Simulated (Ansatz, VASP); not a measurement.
Cu: VASP beside Ansatz

File POSCAR:

```
Cu
1.0
    2.8953822153      0.0000000000      0.0000000000
    0.0000000000      2.8953822153      0.0000000000
    0.0000000000      0.0000000000      2.6564692070
Cu
2
Direct
    0.0000000000      0.0000000000      0.0000000000
    0.5000000000      0.5000000000      0.5000000000
```

File INCAR.step1:

```
PREC     = Accurate       # precision mode
ENCUT    = 520            # plane-wave cutoff, eV
ISMEAR   = 0              # smearing method
SIGMA    = 0.1            # smearing width, eV
LREAL    = F              # projectors in reciprocal space
LASPH    = T              # aspherical terms in the spheres
NELM     = 100            # most SCF steps
NBANDS   = 18             # bands
GGA      = PE             # functional
ALGO     = Normal         # electronic algorithm
EDIFF    = 1E-4           # SCF threshold, eV
LWAVE    = T              # write WAVECAR
LCHARG   = F              # write CHGCAR
```

The input INCAR.step2:

```
PREC     = Accurate       # precision mode
ENCUT    = 520            # plane-wave cutoff, eV
EDIFF    = 1E-7           # SCF threshold, eV
ISMEAR   = 0              # smearing method
SIGMA    = 0.1            # smearing width, eV
LREAL    = F              # projectors in reciprocal space
LASPH    = T              # aspherical terms in the spheres
NELM     = 100            # most SCF steps
ALGO     = Normal         # electronic algorithm
ISIF     = 2              # what is computed and relaxed
LWAVE    = F              # write WAVECAR
LCHARG   = F              # write CHGCAR
METAGGA  = R2SCAN         # meta-GGA
LMIXTAU  = T            
NBANDS   = 18             # bands
ISTART   = 1
```

Contents of KPOINTS:

```
regular mesh
0
Gamma
  18 18 18
```

Input for Ansatz:

```yaml
crystal:
  lattice:
    - [2.8953822153, 0.0, 0.0]
    - [0.0, 2.8953822153, 0.0]
    - [0.0, 0.0, 2.656469207]
  atoms:
    - { symbol: Cu, position: [0.0, 0.0, 0.0] }
    - { symbol: Cu, position: [0.5, 0.5, 0.5] }
basis:
  ecutwfc: 500
kpoints:
  mp_grid: { grid: [18, 18, 18] }
hamiltonian:
  xc: r2scan
scf:
  occupations: { method: gaussian, width: 0.1 }
output:
  forces: true
  stress: true
  eigenvalues: true
  write_density: true
  write_potential: true
  elf: true
  volumetric_format: npy
```

Change from the starting cell: strain along c alone, the other axes held, atoms relaxed: -3.0 %.

Alike in both runs: task single point; functional r2SCAN; k mesh 18 × 18 × 18; occupations gaussian, width 0.1 eV; no spin polarisation.

|  | VASP | Ansatz |
| --- | --- | --- |
| version | VASP 6.6.1 | Ansatz 0.2.0 |
| potentials or method | VASP PAW PBE potentials, release 64 (Cu), cutoff 520 eV | scalar-relativistic, plane waves, PAW |
| valence electrons in the cell | 22 | 38 |

Ansatz gave:

| Quantity | Value |
| --- | --- |
| gap on the k mesh at the Fermi level (eV) | none |
| pressure (GPa) | 5.4 |
| traceless stress, the component that is largest in VASP (GPa) | 0.43 |

Question: Which values does VASP return?

Answer: gap on the k mesh at the Fermi level (eV): none; pressure (GPa): 6.2; traceless stress, the component that is largest in VASP (GPa): 0.41.

VASP's potentials were made for PBE, not for r2SCAN. A gap of «none» marks a metal or a gap that the smearing closes. The functional is the same, so the differences come from potentials, cutoffs and numerics. VASP's potentials hold 22 valence electrons a cell and Ansatz's 38, so a difference there can come from the potentials and not from the codes.
